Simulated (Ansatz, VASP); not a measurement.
## CaS: VASP beside Ansatz

```
Ca S
1.0
     0.00000    2.85237    2.85237
     2.85237    0.00000    2.85237
     2.85237    2.85237    0.00000
Ca S
1 1
Cartesian
  0.0000 0.0000 0.0000
  2.8524 2.8524 2.8524
```

Alike in both runs: task single point; functional PBE; k mesh 6 × 6 × 6; occupations gaussian, width 0.1 eV; no spin polarisation.

```csv
,VASP,Ansatz
version,VASP 6.6.1,Ansatz 0.2.0
potentials or method,"VASP PAW PBE potentials, release 64 (Ca_sv, S), cutoff 500 eV","scalar-relativistic, plane waves, PAW"
valence electrons in the cell,16,16
```

```tsv
	VASP	Ansatz	Ansatz less VASP
gap on the k mesh at the Fermi level (eV)	2.37	2.37	+0.005
least direct gap on the mesh (eV)	3.17	3.18	+0.005
pressure (GPa)	0.4	0.2	-0.15
```

With one functional, cell and mesh, what is left measures potentials, basis and numerics.
